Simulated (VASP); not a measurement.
The system is Si4F.

```
CELL_PARAMETERS angstrom
4.01421 0.00000 0.00000
-2.00711 3.47641 0.00000
0.00000 0.00000 6.18350
ATOMIC_POSITIONS crystal
Si 0.50000 0.00000 0.04141
Si 0.00000 0.50000 0.04141
Si 0.50000 0.50000 0.04141
Si 0.00000 0.00000 0.95247
F 0.00000 0.00000 0.54529
```

| Item | Value |
| --- | --- |
| Program | VASP 6.6.1 |
| Task | relaxation of cell and atoms |
| Functional | PBE |
| Potentials or basis | VASP PAW PBE potentials, release 64 (Si, F) |
| Cutoff | 600 eV |
| k mesh | 6 × 6 × 4 |
| Occupations | gaussian, width 0.1 eV |
| Spin | no spin polarisation |

At the start: pressure 63.7 GPa; volume 17.26 Å³/atom.

How do energy, volume and symmetry change on relaxing?

Over 25 steps the energy falls by 2171.6 meV/atom and the volume is 22.77 Å³/atom (+31.9 %); space group P6mm (No. 183, to 0.05 Å).

The path:
| step | energy change (eV) | largest force (eV/Å) | pressure (GPa) | volume (Å³) |
| --- | --- | --- | --- | --- |
| 1 | 0.0000 | 7.2160 | 63.73 | 86.29 |
| 2 | -4.9396 | 3.0915 | -14.75 | 190.26 |
| 3 | -9.1040 | 2.6625 | -5.52 | 131.27 |
| 4 | -9.1155 | 2.6797 | -4.98 | 129.85 |
| 5 | -9.1184 | 2.7057 | -4.23 | 127.90 |
| 6 | -10.2239 | 3.0994 | -3.74 | 119.18 |
| 7 | -8.8121 | 18.0770 | 12.34 | 103.93 |
| 8 | -10.3875 | 2.8960 | -3.40 | 116.74 |
| 9 | -10.8134 | 0.5135 | -0.08 | 110.31 |
| 10 | -10.8151 | 0.5500 | -0.83 | 111.24 |
| 11 | -10.8185 | 0.1898 | -0.55 | 110.83 |
| 12 | -10.8270 | 0.2596 | 0.37 | 109.62 |
| 13 | -10.8273 | 0.2779 | 0.63 | 109.32 |
| 14 | -10.8360 | 0.2244 | 0.80 | 109.67 |
| 15 | -10.8475 | 0.3115 | 1.23 | 110.47 |
| 16 | -10.8528 | 0.1210 | 0.85 | 111.33 |
| 17 | -10.8551 | 0.1574 | 0.33 | 112.64 |
| 18 | -10.8552 | 0.1141 | 0.42 | 112.43 |
| 19 | -10.8565 | 0.0589 | 0.28 | 112.72 |
| 20 | -10.8572 | 0.1038 | 0.10 | 113.13 |
| 21 | -10.8574 | 0.0439 | 0.01 | 113.28 |
| 22 | -10.8574 | 0.0743 | -0.02 | 113.35 |
| 23 | -10.8576 | 0.0674 | -0.04 | 113.40 |
| 24 | -10.8579 | 0.0404 | -0.05 | 113.54 |
| 25 | -10.8582 | 0.0133 | -0.06 | 113.83 |

Final structure:
```xyz
5
Lattice="4.8711 0.0000 0.0000 -2.4355 4.2185 0.0000 0.0000 0.0000 5.5395" Properties=species:S:1:pos:R:3 pbc="T T T"
Si    2.4355    0.0000    0.2927
Si   -1.2178    2.1092    0.2927
Si    1.2178    2.1092    0.2927
Si    0.0000    0.0000    4.8718
F     0.0000    0.0000    3.2350
```

Caveat: the volume moved by over 15 % at a fixed basis, so the end points are rough; an odd number of electrons without spin polarisation forces a metal; a magnetic or distorted state may lie lower.
